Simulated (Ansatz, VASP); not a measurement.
**Yb: VASP beside Ansatz**

```xyz
2
Lattice="0.0000 4.4953 4.4953 4.4953 0.0000 4.4953 4.4953 4.4953 0.0000" Properties=species:S:1:pos:R:3 pbc="T T T"
Yb    1.1238    1.1238    1.1238
Yb    7.8667    7.8667    7.8667
```

Alike in both runs: task single point; functional revPBE; k mesh 7 × 7 × 7; occupations fermi-dirac, width 0.1 eV; no spin polarisation.

|  | VASP | Ansatz |
| --- | --- | --- |
| version | VASP 6.6.1 | Ansatz 0.2.0 |
| potentials or method | VASP PAW PBE potentials, release 64 (Yb), cutoff 520 eV | plane waves (420 eV) with PAW, scalar-relativistic |
| valence electrons in the cell | 48 | 48 |

|  | VASP | Ansatz | Ansatz less VASP |
| --- | --- | --- | --- |
| pressure (GPa) | 0.1 | -0.1 | -0.22 |

VASP's potentials were made for PBE, not for revPBE.

Neither program's run includes spin-orbit coupling.
